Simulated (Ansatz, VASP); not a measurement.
Two plane-wave programs on MgO

```
Mg O
1.0
     0.00000    2.10217    2.10217
     2.10217    0.00000    2.10217
     2.10217    2.10217    0.00000
Mg O
1 1
Direct
  0.00000 0.00000 0.00000
  0.50000 0.50000 0.50000
```

Alike in both runs: functional r2SCAN; k mesh 20 × 20 × 20; occupations fermi-dirac, width 0.05 eV; no spin polarisation.

Ansatz relaxed the structure, and its values are those at the end. VASP's run is a single point on that final structure, the one shown.

|  | VASP | Ansatz |
| --- | --- | --- |
| version | VASP 6.6.1 | Ansatz 0.2.0 |
| potentials or method | VASP PAW PBE potentials, release 64 (Mg, O) | PAW with Ansatz's default frozen-core files, scalar-relativistic |
| plane-wave cutoff (eV) | 520 | 500 |
| valence electrons in the cell | 8 | 16 |

|  | VASP | Ansatz | Ansatz less VASP |
| --- | --- | --- | --- |
| gap on the k mesh at the Fermi level (eV) | 5.66 | 5.68 | +0.025 |
| pressure (GPa) | -1.1 | 0.0 | +1.15 |

VASP's potentials were made for PBE, not for r2SCAN. VASP's potentials hold 8 valence electrons a cell and Ansatz's 16, so a difference there can come from the potentials and not from the codes.
